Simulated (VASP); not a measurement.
Cd, 1 atom in the cell. The typed cell holds 1 atom: a = 3.271 Å, b = 3.232 Å, c = 3.144 Å, α = 52.97°, β = 55.77°, γ = 53.40°. 

| Item | Value |
| --- | --- |
| Program | VASP 6.6.1 |
| Task | single point |
| Functional | PBE |
| Potentials or basis | VASP PAW PBE potentials, release 64 (Cd) |
| Cutoff | 500 eV |
| k mesh | 3 × 3 × 3 |
| Occupations | fermi-dirac, width 0.051704 eV |
| Spin | no spin polarisation |
| Dipole correction | no |
| Charge | 0.5 |
| Further INCAR settings | ALGO = Normal; EDIFF = 1e-06; NBANDS = 12; NELECT = 11.5 |

Potentials or basis: VASP PAW PBE potentials, release 64 (Cd).

Run with:

```bash
$ cat potpaw_PBE.64/Cd/POTCAR > POTCAR
$ mpirun -np 1 vasp_std > vasp.out
```

Hardware: 1 thread of Intel Xeon 8259CL, with other jobs on the host.

Estimate the wall time of this run.

Run time: 6.1 s on 1 thread of Intel Xeon 8259CL (shared host), peak memory 0.13 GiB. Counts: scf iterations 11, k points 14.
